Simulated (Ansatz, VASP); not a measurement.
Rh: VASP beside Ansatz

The input INCAR:

```
ALGO = Fast ; EDIFF = 1E-7
ENCUT = 520 ; GGA = PS
ISIF = 2 ; ISMEAR = 0
LASPH = T ; LCHARG = F
LREAL = F ; LWAVE = F
NBANDS = 22 ; NELM = 100
PREC = Accurate ; SIGMA = 0.1
```

File KPOINTS:

```
k-points
0
Gamma
  24 24 12
```

Contents of POSCAR:

```
Rh
1.0
    2.6887360847      0.0000000000      0.0000000000
   -1.3443680423      2.3285137534      0.0000000000
    0.0000000000      0.0000000000      4.3290202440
Rh
2
Direct
    0.6666666667      0.3333333333      0.7500000000
    0.3333333333      0.6666666667      0.2500000000
```

Input for Ansatz:

```yaml
crystal:
  lattice:
    - [2.688736085, 0.0, 0.0]
    - [-1.3443680425, 2.3285137537, 0.0]
    - [0.0, 0.0, 4.3290202437]
  atoms:
    - { symbol: Rh, position: [0.6666666667, 0.3333333333, 0.75] }
    - { symbol: Rh, position: [0.3333333333, 0.6666666667, 0.25] }
basis:
  ecutwfc: 420
kpoints:
  mp_grid: { grid: [24, 24, 12] }
hamiltonian:
  xc: pbesol
scf:
  occupations: { method: gaussian, width: 0.1 }
output:
  forces: true
  stress: true
  eigenvalues: true
```

Alike in both runs: task single point; functional PBEsol; k mesh 24 × 24 × 12; occupations gaussian, width 0.1 eV; no spin polarisation.

```csv
,VASP,Ansatz
version,VASP 6.6.1,Ansatz 0.2.0
potentials or method,"VASP PAW PBE potentials, release 64 (Rh_pv), cutoff 520 eV","scalar-relativistic, plane waves, PAW"
valence electrons in the cell,30,34
```

```csv
,VASP,Ansatz,Ansatz less VASP
gap on the k mesh at the Fermi level (eV),none,none,-
pressure (GPa),-0.1,0.0,+0.05
"traceless stress, the component that is largest in VASP (GPa)",0.54,0.54,-0.008
```

VASP's potentials were made for PBE, not for PBEsol. A gap of «none» marks a metal or a gap that the smearing closes. VASP's potentials hold 30 valence electrons a cell and Ansatz's 34, so a difference there can come from the potentials and not from the codes.
